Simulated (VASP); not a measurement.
# CsI (Pm-3m) in VASP: notebook

CsI is run at these levels: r2SCAN; tasks: single point.

All numbers are computed with VASP 6.6.1; they aren't measurements. Logs are shortened: lines on timing, memory, paths and dates and some standing lists are left out, and cuts for length are marked.

## Step 1: The cell of the first run

The structure is cubic, space group Pm-3m (No. 221). The conventional cell has a = 4.604 Å, b = 4.604 Å, c = 4.604 Å, α = 90.00°, β = 90.00°, γ = 90.00°. Within 5.2 Å of Cs (site symmetry m-3m) lie 8 I at 3.99 Å and 6 Cs at 4.60 Å. Within 5.2 Å of I (site symmetry m-3m) lie 8 Cs at 3.99 Å and 6 I at 4.60 Å.

## Step 2: Single point, r2SCAN

Contents of POSCAR:

```
CsI
1.0
    4.6044430339      0.0000000000      0.0000000000
    0.0000000000      4.6044430339      0.0000000000
    0.0000000000      0.0000000000      4.6044430339
Cs I
1 1
Direct
    0.0000000000      0.0000000000      0.0000000000
    0.5000000000      0.5000000000      0.5000000000
```

Contents of INCAR.step1:

```
SYSTEM = CsI
ALGO     = Normal         ! electronic algorithm
EDIFF    = 1E-5           ! SCF threshold, eV
ENCUT    = 550            ! plane-wave cutoff, eV
GGA      = PE             ! functional
GGA_COMPAT= .FALSE.      
ISMEAR   = -1             ! smearing method
LASPH    = .TRUE.         ! aspherical terms in the spheres
LCHARG   = .FALSE.        ! write CHGCAR
LREAL    = .FALSE.        ! projectors in reciprocal space
LWAVE    = .TRUE.         ! write WAVECAR
NBANDS   = 15             ! bands
NELM     = 120            ! most SCF steps
PREC     = Accurate       ! precision mode
SIGMA    = 0.15           ! smearing width, eV
```

Contents of INCAR.step2:

```
SYSTEM = CsI
ALGO     = Normal         ! electronic algorithm
EDIFF    = 1E-6           ! SCF threshold, eV
ENCUT    = 550            ! plane-wave cutoff, eV
GGA_COMPAT= .FALSE.      
ISIF     = 2              ! what is computed and relaxed
ISMEAR   = -1             ! smearing method
ISTART   = 1            
LASPH    = .TRUE.         ! aspherical terms in the spheres
LCHARG   = .TRUE.         ! write CHGCAR
LELF     = .TRUE.         ! ELF
LMIXTAU  = .TRUE.       
LREAL    = .FALSE.        ! projectors in reciprocal space
LVHAR    = .TRUE.       
LWAVE    = .FALSE.        ! write WAVECAR
METAGGA  = R2SCAN         ! meta-GGA
NBANDS   = 15             ! bands
NELM     = 120            ! most SCF steps
PREC     = Accurate       ! precision mode
SIGMA    = 0.15           ! smearing width, eV
```

Contents of KPOINTS:

```
k-points
0
G
  4 4 4
  0 0 0
```

Potentials or basis: VASP PAW PBE potentials, release 64 (Cs_sv, I).

On the command line:

```sh
> cat potpaw_PBE.64/Cs_sv/POTCAR potpaw_PBE.64/I/POTCAR > POTCAR
> cp INCAR.step1 INCAR
> mpirun -np 1 vasp_std > vasp.out
> cp INCAR.step2 INCAR
> mpirun -np 1 vasp_std > vasp.out
```

OUTCAR:

```text
SYSTEM = CsI
   EDIFF = 1E-6
   ENCUT = 550
   ISIF = 2
   ISMEAR = -1
   ISTART = 1
   LASPH = .TRUE.
   LREAL = .FALSE.
   METAGGA = R2SCAN
   NELM = 120
   PREC = Accurate

 ion  position               nearest neighbor table
   1  0.000  0.000  0.000-
   2  0.500  0.500  0.500-

  LATTYP: Found a simple cubic cell.
 ALAT       =     4.6044430339

  Lattice vectors:

 A1 = (   4.6044430339,   0.0000000000,   0.0000000000)
 A2 = (   0.0000000000,   4.6044430339,   0.0000000000)
 A3 = (   0.0000000000,   0.0000000000,   4.6044430339)

Analysis of symmetry for initial positions (statically):
=====================================================================
 Subroutine PRICEL returns:
 Original cell was already a primitive cell.

 Routine SETGRP: Setting up the symmetry group for a
 simple cubic supercell.

 Subroutine GETGRP returns: Found 48 space group operations
 (whereof 48 operations were pure point group operations)
 out of a pool of 48 trial point group operations.

The static configuration has the point symmetry O_h .

Analysis of symmetry for dynamics (positions and initial velocities):
=====================================================================
 Subroutine PRICEL returns:
 Original cell was already a primitive cell.

 Routine SETGRP: Setting up the symmetry group for a
 simple cubic supercell.

 Subroutine GETGRP returns: Found 48 space group operations
 (whereof 48 operations were pure point group operations)
 out of a pool of 48 trial point group operations.

The dynamic configuration has the point symmetry O_h .

 Subroutine INISYM returns: Found 48 space group operations
 (whereof 48 operations are pure point group operations),
 and found     1 'primitive' translations

----------------------------------------------------------------------------------------

                                     Primitive cell

  volume of cell :      97.6183

  direct lattice vectors                    reciprocal lattice vectors
     4.604443034  0.000000000  0.000000000     0.217181534  0.000000000  0.000000000
     0.000000000  4.604443034  0.000000000     0.000000000  0.217181534  0.000000000
[... 74 lines left out ...]
   IBRION =     -1    ionic relax: 0-MD 1-quasi-New 2-CG
   NFREE  =      0    steps in history (QN), initial steepest desc. (CG)
   ISIF   =      2    stress and relaxation
   ISYM   =      2    0-nonsym 1-usesym 2-fastsym
   POTIM  = 0.5000    time-step for ionic-motion
   TEBEG  =    0.0;   TEEND  =   0.0 temperature during run
   PSTRESS=    0.0 pullay stress
   NELECT =      16.0000    total number of electrons
   NUPDOWN=      -1.0000    fix difference up-down
   EMIN   =  10.00;   EMAX   =-10.00  energy-range for DOS
   EFERMI =   0.00;   METHOD = LEGACY
   ISMEAR =    -1;   SIGMA  =   0.15  broadening in eV -4-tet -1-fermi 0-gaus
   EFERMI_NEDOS =   21; number of points for ismear=-14 and -15
   IALGO  =     38    algorithm
   IMIX   =      4    mixing-type and parameters
     AMIX     =   0.40;   BMIX     =  1.00
     AMIX_MAG =   1.60;   BMIX_MAG =  1.00
  volume/ion in A,a.u.               =      48.81       329.38
  Fermi-wavevector in a.u.,A,eV,Ry     =   0.895924  1.693050 10.921116  0.802679
  Thomas-Fermi vector in A             =   2.018317
   LORBIT       =      0    0 simple, 1 ext, 2 COOP (PROOUT), +10 PAW based schemes
   METAGGA = R2SCAN    functional components
   LHFCALC =     F    Hartree Fock is set to
   AEXX    =    0.0000 exact exchange contribution
   IVDW    =     0    specifies the selected vdW correction
   LEPSILON=     F    determine dielectric tensor
   LRPA    =     F    only Hartree local field effects (RPA)
 non-spin polarized calculation
  energy-cutoff  :      550.00
  volume of cell :       97.62
 maximum number of plane-waves:      2897
 NGX is ok and might be reduce to    36
   NGX = 17   NGY = 17   NGZ = 17

 number of electron      16.0000002 magnetization

 Free energy of the ion-electron system (eV)
  ---------------------------------------------------
  ext. energy  EPLUGINS =         0.00000000
  ---------------------------------------------------
  free energy    TOTEN  =       -53.12379116 eV

  energy without entropy =      -53.12379080  energy(sigma->0) =      -53.12379098

 E-fermi :   2.7806     XC(G=0):  -8.0109

 val. band max:        0.3676446254   @ k =   0.5000   0.5000   0.0000
 cond. band min:       4.8740306144   @ k =   0.0000   0.0000   0.0000
 fundamental gap:      4.5063859890
 Fermi energy:         2.7806487695

 k-point     1 :       0.0000    0.0000    0.0000
  band No.  band energies     occupation
      1     -20.6284      2.00000
      2     -10.5595      2.00000
      3      -6.9590      2.00000
      4      -6.9590      2.00000
      5      -6.9590      2.00000
      6       0.2757      2.00000
      7       0.2757      2.00000
      8       0.2757      2.00000
      9       4.8740      0.00000
     10       5.0137      0.00000
     11       5.0137      0.00000
     12       8.7154      0.00000
     13       8.7154      0.00000
     14       8.7154      0.00000
[... 149 lines left out ...]
      2     -10.2843      2.00000
      3      -7.1941      2.00000
      4      -7.1941      2.00000
      5      -7.1941      2.00000
      6      -0.8918      2.00000
      7      -0.8918      2.00000
      8      -0.8918      2.00000
      9       8.0307      0.00000
     10       8.0307      0.00000
     11       8.0307      0.00000
     12       8.7799      0.00000
     13       8.7799      0.00000
     14       8.7799      0.00000
     15      10.6347      0.00000

------------------------ aborting loop because EDIFF is reached ----------------------------------------

  FORCE on cell =-STRESS in cart. coord.  units (eV):
  Direction    XX          YY          ZZ          XY          YZ          ZX
  --------------------------------------------------------------------------------------
  -------------------------------------------------------------------------------------
  Total        0.0577154      0.0577154      0.0577154      0.0000000     -0.0000000     -0.0000000
  in kB        0.9472635      0.9472635      0.9472635      0.0000000     -0.0000000     -0.0000000
  external PRESSURE =       0.9472635 kB  Pullay stress =       0.0000000 kB

 VOLUME and BASIS-vectors are now :
 -----------------------------------------------------------------------------
  energy-cutoff  :      550.00
  volume of cell :       97.62
      direct lattice vectors                 reciprocal lattice vectors
     4.604443034  0.000000000  0.000000000     0.217181534  0.000000000  0.000000000
     0.000000000  4.604443034  0.000000000     0.000000000  0.217181534  0.000000000
     0.000000000  0.000000000  4.604443034     0.000000000  0.000000000  0.217181534

 POSITION                                       TOTAL-FORCE (eV/Angst)
 -----------------------------------------------------------------------------------
      0.00000      0.00000      0.00000         0.000000      0.000000      0.000000
      2.30222      2.30222      2.30222         0.000000      0.000000      0.000000
 -----------------------------------------------------------------------------------
    total drift:                               -0.000000      0.000000      0.000000

  FREE ENERGIE OF THE ION-ELECTRON SYSTEM (eV)
  ---------------------------------------------------
  free  energy   TOTEN  =       -53.1237911648 eV

  energy  without entropy=      -53.1237908019  energy(sigma->0) =      -53.12379098
```

OUTCAR.step1:

```text
SYSTEM = CsI
   EDIFF = 1E-5
   ENCUT = 550
   GGA = PE
   ISMEAR = -1
   LASPH = .TRUE.
   LREAL = .FALSE.
[... 383 lines left out ...]
      0.00000      0.00000      0.00000         0.000000      0.000000      0.000000
      2.30222      2.30222      2.30222         0.000000      0.000000      0.000000
 -----------------------------------------------------------------------------------
    total drift:                               -0.000000      0.000000      0.000000

  FREE ENERGIE OF THE ION-ELECTRON SYSTEM (eV)
  ---------------------------------------------------
  free  energy   TOTEN  =        -5.4342654290 eV

  energy  without entropy=       -5.4342630702  energy(sigma->0) =       -5.43426425
```

OSZICAR.step1:

```text
N       E                     dE             d eps       ncg     rms          rms(c)
DAV:   1     0.900057437183E+02    0.90006E+02   -0.63219E+03   300   0.919E+02
DAV:   2     0.264637233892E+01   -0.87359E+02   -0.79467E+02   393   0.144E+02
DAV:   3    -0.546448396696E+01   -0.81109E+01   -0.80713E+01   433   0.486E+01
DAV:   4    -0.557810331972E+01   -0.11362E+00   -0.11361E+00   344   0.685E+00
DAV:   5    -0.557959937906E+01   -0.14961E-02   -0.14960E-02   419   0.804E-01    0.158E+00
DAV:   6    -0.545590264282E+01    0.12370E+00   -0.97416E-02   342   0.154E+00    0.110E+00
DAV:   7    -0.543036245164E+01    0.25540E-01   -0.10090E-01   363   0.153E+00    0.616E-01
DAV:   8    -0.543450734879E+01   -0.41449E-02   -0.13288E-02   314   0.621E-01    0.132E-01
DAV:   9    -0.543418014915E+01    0.32720E-03   -0.57239E-04   398   0.123E-01    0.551E-02
DAV:  10    -0.543426956601E+01   -0.89417E-04   -0.27472E-04   300   0.911E-02    0.330E-02
DAV:  11    -0.543426542898E+01    0.41370E-05   -0.79354E-06   297   0.148E-02
   1 F= -.54342654E+01 E0= -.54342642E+01  d E =-.235881E-05
```

Wall time 50 s (1 thread of AMD EPYC 7R13 (Zen 3), shared host); peak memory 0.19 GiB.

Results:

```yaml
Free_energy: -53.1238 eV
Pressure: 0.1 GPa
Band_gap_on_the_k_mesh: 4.51 eV, indirect (least direct gap 4.60 eV)
```

Levels at points of the mesh, in eV from the valence-band top:
```
           k point  band 5  band 6  band 7  band 8  band 9  band 10  band 11  band 12
(0.00, 0.00, 0.00)   -7.33   -0.09   -0.09   -0.09    4.51     4.65     4.65     8.35
(0.50, 0.00, 0.00)   -7.27   -1.49   -0.23   -0.23    5.66     7.04     7.23     7.36
(0.50, 0.50, 0.00)   -7.23   -0.86   -0.86    0.00    4.76     5.50     6.66     6.66
(0.50, 0.50, 0.50)   -7.56   -1.26   -1.26   -1.26    7.66     7.66     7.66     8.41
```

Caveat: the PAW data sets were made with another functional, which shifts forces and pressure a little; spin-orbit coupling is left out, which moves the levels of the heavy elements. r2SCAN opens gaps a little over a GGA but as a rule still falls short of measured ones.

## Step 3: Single point, r2SCAN

This run uses another cell than the first one, of 50.00 Å³/atom, 1.024 times its volume.

Contents of POSCAR:

```
CsI
1.0
    4.6415772427      0.0000000000      0.0000000000
    0.0000000000      4.6415772427      0.0000000000
    0.0000000000      0.0000000000      4.6415772427
Cs I
1 1
Direct
    0.0000000000      0.0000000000      0.0000000000
    0.5000000000      0.5000000000      0.5000000000
```

Contents of INCAR.step1:

```
SYSTEM = CsI
PREC = Accurate ; ENCUT = 550
ISMEAR = -1 ; SIGMA = 0.15
LREAL = .False. ; LASPH = .True.
NELM = 120 ; NBANDS = 15
GGA = PE ; ALGO = Normal
EDIFF = 1E-5 ; LWAVE = .True.
LCHARG = .False. ; GGA_COMPAT = .False.
```

Contents of INCAR.step2:

```
SYSTEM = CsI
PREC = Accurate ; ENCUT = 550
EDIFF = 1E-6 ; ISMEAR = -1
SIGMA = 0.15 ; LREAL = .False.
LASPH = .True. ; NELM = 120
ALGO = Normal ; ISIF = 2
LWAVE = .False. ; LCHARG = .False.
METAGGA = R2SCAN ; LMIXTAU = .True.
NBANDS = 15 ; ISTART = 1
GGA_COMPAT = .False.
```

Contents of KPOINTS:

```
regular mesh
0
Gamma
  4 4 4
  0 0 0
```

Potentials or basis: VASP PAW PBE potentials, release 64 (Cs_sv, I).

On the command line:

```sh
> cat potpaw_PBE.64/Cs_sv/POTCAR potpaw_PBE.64/I/POTCAR > POTCAR
> cp INCAR.step1 INCAR
> mpirun -np 1 vasp_std > vasp.out
> cp INCAR.step2 INCAR
> mpirun -np 1 vasp_std > vasp.out
```

Run time: 49 s. Hardware: 1 thread of AMD EPYC 7R13 (Zen 3), shared host; peak memory 0.19 GiB.

It converged, with:

```
Free energy            : -53.1233 eV
Pressure               : -0.2 GPa
Band gap on the k mesh : 4.42 eV, indirect (least direct gap 4.52 eV)
```

Levels at points of the mesh, in eV from the valence-band top:
```
           k point  band 6  band 7  band 8  band 9  band 10  band 11
(0.00, 0.00, 0.00)   -0.09   -0.09   -0.09    4.42     4.68     4.68
(0.50, 0.00, 0.00)   -1.44   -0.21   -0.21    5.67     6.93     7.12
(0.50, 0.50, 0.00)   -0.84   -0.84    0.00    4.76     5.49     6.66
(0.50, 0.50, 0.50)   -1.20   -1.20   -1.20    7.58     7.58     7.58
```

Caveat: the PAW data sets were made with another functional, which shifts forces and pressure a little; spin-orbit coupling is left out, which moves the levels of the heavy elements. r2SCAN opens gaps a little over a GGA but as a rule still falls short of measured ones.

(Continued in part 2 of 2.)
